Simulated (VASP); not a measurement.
# BaSc2C2 (P4/mmm) in VASP: notebook, part 2 of 3

VASP 6.6.1. The steps go on from the part before.

### 3 Relaxation of cell and atoms, PBE

This run uses another cell than the first one, of 21.94 Å³/atom, 0.996 times its volume.

File INCAR:

```
ALGO = Normal
EDIFF = 1E-6
EDIFFG = -0.04
ENCUT = 600
GGA = PE
IBRION = 2
ISIF = 3
ISMEAR = 0
LASPH = True
LCHARG = False
LREAL = False
LWAVE = False
NELM = 100
NSW = 90
PREC = Accurate
SIGMA = 0.1
```

File KPOINTS:

```
k-points
0
Gamma
  4 4 4
```

File POSCAR:

```
BaSc2C2
1.0
    4.3068027700      0.0000000000      0.0000000000
    0.0000000000      4.3068027700      0.0000000000
    0.0000000000      0.0000000000      5.9133505400
Ba Sc C
1 2 2
Direct
    0.0000000000      0.0000000000      0.0000000000
    0.5000000000      0.0000000000      0.5000000000
    0.0000000000      0.5000000000      0.5000000000
    0.5000000000      0.5000000000      0.8027901100
    0.5000000000      0.5000000000      0.1972098900
```

Potentials or basis: VASP PAW PBE potentials, release 64 (Ba_sv, Sc_sv, C).

Launch:

```console
cat potpaw_PBE.64/Ba_sv/POTCAR potpaw_PBE.64/Sc_sv/POTCAR potpaw_PBE.64/C/POTCAR > POTCAR
mpirun -np 1 vasp_std > vasp.out
```

OUTCAR:

```text
EDIFF = 1E-6
   EDIFFG = -0.04
   ENCUT = 600
   GGA = PE
   IBRION = 2
   ISIF = 3
   ISMEAR = 0
   LASPH = True
   LREAL = False
   NELM = 100
   NSW = 90
   PREC = Accurate

 ion  position               nearest neighbor table
   1  0.000  0.000  0.000-   4 3.26   5 3.26   4 3.26   5 3.26   4 3.26   5 3.26   4 3.26   5 3.26
                             3 3.66   3 3.66   2 3.66   2 3.66   3 3.66   2 3.66   3 3.66   2 3.66
   2  0.500  0.000  0.500-   3 3.05   3 3.05   3 3.05   3 3.05   1 3.66   1 3.66   1 3.66   1 3.66

   3  0.000  0.500  0.500-   2 3.05   2 3.05   2 3.05   2 3.05   1 3.66   1 3.66   1 3.66   1 3.66

   4  0.500  0.500  0.803-   1 3.26   1 3.26   1 3.26   1 3.26
   5  0.500  0.500  0.197-   1 3.26   1 3.26   1 3.26   1 3.26

  LATTYP: Found a simple tetragonal cell.
 ALAT       =     4.3068027700
 C/A-ratio  =     1.3730256192

  Lattice vectors:

 A1 = (   4.3068027700,   0.0000000000,   0.0000000000)
 A2 = (   0.0000000000,   4.3068027700,   0.0000000000)
 A3 = (   0.0000000000,   0.0000000000,   5.9133505400)

Analysis of symmetry for initial positions (statically):
=====================================================================
 Subroutine PRICEL returns:
 Original cell was already a primitive cell.

 Routine SETGRP: Setting up the symmetry group for a
 simple tetragonal supercell.

 Subroutine GETGRP returns: Found 16 space group operations
 (whereof 16 operations were pure point group operations)
 out of a pool of 16 trial point group operations.

The static configuration has the point symmetry D_4h.

Analysis of symmetry for dynamics (positions and initial velocities):
=====================================================================
 Subroutine PRICEL returns:
 Original cell was already a primitive cell.

 Routine SETGRP: Setting up the symmetry group for a
 simple tetragonal supercell.

 Subroutine GETGRP returns: Found 16 space group operations
 (whereof 16 operations were pure point group operations)
 out of a pool of 16 trial point group operations.

The dynamic configuration has the point symmetry D_4h.

 Subroutine INISYM returns: Found 16 space group operations
 (whereof 16 operations are pure point group operations),
 and found     1 'primitive' translations

----------------------------------------------------------------------------------------

                                     Primitive cell

  volume of cell :     109.6841

  direct lattice vectors                    reciprocal lattice vectors
     4.306802770  0.000000000  0.000000000     0.232190805  0.000000000  0.000000000
     0.000000000  4.306802770  0.000000000     0.000000000  0.232190805  0.000000000
     0.000000000  0.000000000  5.913350540     0.000000000  0.000000000  0.169108865

  length of vectors
     4.306802770  4.306802770  5.913350540     0.232190805  0.232190805  0.169108865

  position of ions in fractional coordinates (direct lattice)
     0.000000000  0.000000000  0.000000000
     0.500000000  0.000000000  0.500000000
     0.000000000  0.500000000  0.500000000
     0.500000000  0.500000000  0.802790110
     0.500000000  0.500000000  0.197209890

  ion indices of the primitive-cell ions
   primitive index   ion index
                 1           1
                 2           2
                 3           3
                 4           4
                 5           5

[... 23 lines left out ...]

 Found     18 irreducible k-points:

 Following reciprocal coordinates:
            Coordinates               Weight
  0.000000  0.000000  0.000000      1.000000
  0.250000  0.000000  0.000000      4.000000
  0.500000  0.000000  0.000000      2.000000
  0.250000  0.250000  0.000000      4.000000
  0.500000  0.250000  0.000000      4.000000
  0.500000  0.500000  0.000000      1.000000
[... 10 lines left out ...]
  0.500000  0.250000  0.500000      4.000000
  0.500000  0.500000  0.500000      1.000000
   k-points           NKPTS =     18   k-points in BZ     NKDIM =     18   number of bands    NBANDS=     24
   number of dos      NEDOS =    301   number of ions     NIONS =      5
   total plane-waves  NPLWV =  62208
   dimension x,y,z NGX =    36 NGY =   36 NGZ =   48
   dimension x,y,z NGXF=    72 NGYF=   72 NGZF=   96
   ions per type =               1   2   2
   NGX,Y,Z   is equivalent  to a cutoff of  13.90, 13.90, 13.49 a.u.
   NGXF,Y,Z  is equivalent  to a cutoff of  27.79, 27.79, 26.99 a.u.
 SYSTEM =  unknown system
   PREC   = accura    normal or accurate (medium, high low for compatibility)
   ISTART =      0    job   : 0-new  1-cont  2-samecut
   ICHARG =      2    charge: 1-file 2-atom 10-const
   ISPIN  =      1    spin polarized calculation?
   LNONCOLLINEAR =      F non collinear calculations
   LSORBIT =      F    spin-orbit coupling
   LASPH  =      T    aspherical Exc in radial PAW
   ENCUT  =  600.0 eV  44.10 Ry    6.64 a.u.   8.60  8.60 11.81*2*pi/ulx,y,z
   NELM   =    100;   NELMIN=  2; NELMDL= -5     # of ELM steps
   EDIFF  = 0.1E-05   stopping-criterion for ELM
   LREAL  =      F    real-space projection
   EDIFFG = -.4E-01   stopping-criterion for IOM
   NSW    =     90    number of steps for IOM
   IBRION =      2    ionic relax: 0-MD 1-quasi-New 2-CG
   NFREE  =      1    steps in history (QN), initial steepest desc. (CG)
   ISIF   =      3    stress and relaxation
   ISYM   =      2    0-nonsym 1-usesym 2-fastsym
   POTIM  = 0.5000    time-step for ionic-motion
   TEBEG  =    0.0;   TEEND  =   0.0 temperature during run
   PSTRESS=    0.0 pullay stress
   NELECT =      40.0000    total number of electrons
   NUPDOWN=      -1.0000    fix difference up-down
   EMIN   =  10.00;   EMAX   =-10.00  energy-range for DOS
   EFERMI =   0.00;   METHOD = LEGACY
   ISMEAR =     0;   SIGMA  =   0.10  broadening in eV -4-tet -1-fermi 0-gaus
   EFERMI_NEDOS =   21; number of points for ismear=-14 and -15
   IALGO  =     38    algorithm
   IMIX   =      4    mixing-type and parameters
     AMIX     =   0.40;   BMIX     =  1.00
     AMIX_MAG =   1.60;   BMIX_MAG =  1.00
  volume/ion in A,a.u.               =      21.94       148.04
  Fermi-wavevector in a.u.,A,eV,Ry     =   1.169626  2.210272 18.613106  1.368025
  Thomas-Fermi vector in A             =   2.306096
   LORBIT       =      0    0 simple, 1 ext, 2 COOP (PROOUT), +10 PAW based schemes
   GGA     = PE    functional components
   LHFCALC =     F    Hartree Fock is set to
   AEXX    =    0.0000 exact exchange contribution
   IVDW    =     0    specifies the selected vdW correction
   LEPSILON=     F    determine dielectric tensor
   LRPA    =     F    only Hartree local field effects (RPA)
 conjugate gradient relaxation of ions
 non-spin polarized calculation
 Gauss-broadening in eV      SIGMA  =   0.10
  energy-cutoff  :      600.00
  volume of cell :      109.68
 maximum number of plane-waves:      3676
 NGX is ok and might be reduce to    36
   NGX = 17   NGY = 17   NGZ = 23

--------------------------------------- Ionic step        1  -------------------------------------------

 number of electron      40.0000004 magnetization

 Free energy of the ion-electron system (eV)
  ---------------------------------------------------
  ext. energy  EPLUGINS =         0.00000000
  ---------------------------------------------------
  free energy    TOTEN  =       -28.78167005 eV

  energy without entropy =      -28.76462884  energy(sigma->0) =      -28.77314944

 E-fermi :   2.9189     XC(G=0):  -9.6776

 val. band max:        2.8843886954   @ k =   0.0000   0.0000   0.5000
 cond. band min:       2.9513539834   @ k =   0.2500   0.2500   0.5000
 fundamental gap:      0.0669652880
 Fermi energy:         2.9189016416

 k-point     1 :       0.0000    0.0000    0.0000
  band No.  band energies     occupation
      1     -46.8754      2.00000
      2     -46.7878      2.00000
      3     -25.6139      2.00000
      4     -25.6139      2.00000
      5     -25.4994      2.00000
      6     -25.4089      2.00000
[... 585 lines left out ...]
  FREE ENERGIE OF THE ION-ELECTRON SYSTEM (eV)
  ---------------------------------------------------
  free  energy   TOTEN  =       -30.1211285444 eV

  energy  without entropy=      -30.1130469749  energy(sigma->0) =      -30.11708776

[... ionic steps 4 to 19 ...]

--------------------------------------- Ionic step       20  -------------------------------------------

 number of electron      40.0000000 magnetization

------------------------ aborting loop because EDIFF is reached ----------------------------------------
[... 73 lines left out ...]
--------------------------------------- Ionic step       22  -------------------------------------------

 number of electron      40.0000000 magnetization

 Free energy of the ion-electron system (eV)
  ---------------------------------------------------
  ext. energy  EPLUGINS =         0.00000000
  ---------------------------------------------------
  free energy    TOTEN  =       -30.98473783 eV

  energy without entropy =      -30.96421248  energy(sigma->0) =      -30.97447515

 E-fermi :   5.1926     XC(G=0): -10.6759

 val. band max:        5.1505984591   @ k =   0.2500   0.2500   0.5000
 cond. band min:       5.2343674891   @ k =   0.2500   0.2500   0.0000
 fundamental gap:      0.0837690299
 Fermi energy:         5.1926381883

 k-point     1 :       0.0000    0.0000    0.0000
  band No.  band energies     occupation
      1     -44.4752      2.00000
      2     -44.3506      2.00000
      3     -23.2792      2.00000
      4     -23.2588      2.00000
      5     -23.2588      2.00000
      6     -23.1424      2.00000
[... 507 lines left out ...]
  FREE ENERGIE OF THE ION-ELECTRON SYSTEM (eV)
  ---------------------------------------------------
  free  energy   TOTEN  =       -30.9847378260 eV

  energy  without entropy=      -30.9642124833  energy(sigma->0) =      -30.97447515

 reached required accuracy - stopping structural energy minimisation
```

OSZICAR:

```text
N       E                     dE             d eps       ncg     rms          rms(c)
DAV:   1     0.634629404261E+03    0.63463E+03   -0.19750E+04   864   0.182E+03
DAV:   2     0.471858038939E+02   -0.58744E+03   -0.58402E+03  1128   0.613E+02
DAV:   3    -0.308742411597E+02   -0.78060E+02   -0.77174E+02  1480   0.226E+02
[... 210 lines left out ...]
DAV:   3    -0.309847758950E+02    0.19687E-03   -0.11056E-03  1336   0.168E-01    0.459E-02
DAV:   4    -0.309847301519E+02    0.45743E-04   -0.25432E-04  1376   0.148E-01    0.216E-02
DAV:   5    -0.309847344856E+02   -0.43337E-05   -0.19603E-05  1480   0.338E-02    0.818E-03
DAV:   6    -0.309847374072E+02   -0.29216E-05   -0.40823E-06  1040   0.144E-02    0.257E-03
DAV:   7    -0.309847378260E+02   -0.41881E-06   -0.37647E-07   472   0.808E-03
  22 F= -.30984738E+02 E0= -.30974475E+02  d E =-.451562E-03
```

It took 6 min on 1 thread of Intel Xeon 6975P-C (Granite Rapids), shared host; peak memory 0.28 GiB.

Results:

- Free energy: -30.9847 eV
- Relaxed volume: 17.28 Å³/atom
- Relaxed cell: a = 4.192 Å, b = 4.192 Å, c = 4.916 Å, α = 90.00°, β = 90.00°, γ = 90.00°
- Space group after relaxing (to 0.05 Å): P4/mmm (No. 123)
- Energy gained by relaxing: 440.6 meV/atom
- Ionic steps: 22
- Pressure after relaxing: -0.3 GPa
- Largest force after relaxing: 0.027 eV/Å
- Band gap on the k mesh: zero (band 20 reaches 5.46 eV, above the bottom of band 21 at 4.31 eV)

Forces in eV/Å, atoms in the order of the input:
```
Ba   0.000  0.000  0.000
Sc   0.000  0.000  0.000
Sc   0.000  0.000  0.000
C    0.000  0.000 -0.027
C    0.000  0.000  0.027
```

The path:
| step | energy change (eV) | largest force (eV/Å) | pressure (GPa) | volume (Å³) |
| --- | --- | --- | --- | --- |
| 1 | 0.0000 | 1.2349 | -11.93 | 109.68 |
| 2 | -1.3395 | 0.0091 | 0.82 | 85.63 |
| 3 | -1.3395 | 0.0100 | 0.83 | 85.62 |
| 4 | -1.3709 | 0.3932 | -0.18 | 86.23 |
| 5 | -1.3721 | 0.4906 | -0.43 | 86.38 |
| 6 | -1.4066 | 0.8193 | -0.76 | 86.07 |
| 7 | -1.5828 | 1.6813 | -1.32 | 85.08 |
| 8 | -1.9196 | 0.9059 | 2.02 | 82.76 |
| 9 | -1.8939 | 1.9747 | 0.09 | 83.36 |
| 10 | -1.9241 | 1.3757 | 1.25 | 82.95 |
| 11 | -1.9235 | 1.1930 | 1.58 | 82.87 |
| 12 | -1.9271 | 0.9700 | 1.85 | 82.84 |
| 13 | -1.9278 | 0.8092 | 2.06 | 82.82 |
| 14 | -1.9339 | 0.7995 | 2.04 | 82.87 |
| 15 | -1.9518 | 0.7665 | 1.89 | 82.99 |
| 16 | -1.9854 | 0.7022 | 1.64 | 83.25 |
| 17 | -2.0439 | 0.5759 | 1.20 | 83.76 |
| 18 | -2.1314 | 0.3332 | 0.58 | 84.75 |
| 19 | -2.2023 | 0.0147 | -0.52 | 86.66 |
| 20 | -2.2026 | 0.0271 | -0.44 | 86.52 |
| 21 | -2.2026 | 0.0204 | -0.48 | 86.59 |
| 22 | -2.2031 | 0.0268 | -0.27 | 86.39 |

Final structure:
```yaml
crystal:
  lattice:
    - [4.19234, 0.00000, 0.00000]
    - [0.00000, 4.19234, 0.00000]
    - [0.00000, 0.00000, 4.91556]
  atoms:
    - { symbol: Ba, position: [0.00000, 0.00000, 0.00000] }
    - { symbol: Sc, position: [0.50000, 0.00000, 0.50000] }
    - { symbol: Sc, position: [0.00000, 0.50000, 0.50000] }
    - { symbol: C, position: [0.50000, 0.50000, 0.85523] }
    - { symbol: C, position: [0.50000, 0.50000, 0.14477] }
```

Caveat: the k points lie up to 0.37 Å⁻¹ apart in the final cell; the volume moved by over 15 % at a fixed basis, so the end points are rough; spin-orbit coupling is left out, which moves the levels of the heavy elements.

(Continued in part 3 of 3.)
